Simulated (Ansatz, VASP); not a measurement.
**Two plane-wave programs on Cu2Au**

```
Cu Au
1.0
     0.00000    0.00000   -4.44921
    -4.13852   -2.29217    0.00000
     0.00000    4.58435    0.00000
Cu Au
4 2
Direct
  0.75000 0.65062 0.64167
  0.75000 0.34938 0.99106
  0.25000 0.34938 0.35833
  0.25000 0.65062 0.00894
  0.75000 0.00000 0.30260
  0.25000 0.00000 0.69740
```

Alike in both runs: functional PBE; k mesh 8 × 12 × 12; occupations gaussian, width 0.1 eV; no spin polarisation.

Ansatz relaxed the structure, and its values are those at the end. VASP's run is a single point on that final structure, the one shown.

```csv
,VASP,Ansatz
version,VASP 6.6.1,Ansatz 0.2.0
potentials or method,"VASP PAW PBE potentials, release 64 (Cu, Au), cutoff 520 eV","scalar-relativistic, plane waves, PAW"
valence electrons in the cell,66,114
```

VASP gave:

```
gap on the k mesh at the Fermi level (eV) : none
pressure (GPa)                            : 0.0
rms of the force components (eV/Å)        : 0.006
```

Problem. Which values does Ansatz return?

Solution. gap on the k mesh at the Fermi level (eV): none; pressure (GPa): 0.0; rms of the force components (eV/Å): 0.001.

A gap of «none» marks a metal or a gap that the smearing closes. The functional is the same, so the differences come from potentials, cutoffs and numerics. VASP's potentials hold 66 valence electrons a cell and Ansatz's 114, so a difference there can come from the potentials and not from the codes.

Neither program's run includes spin-orbit coupling.
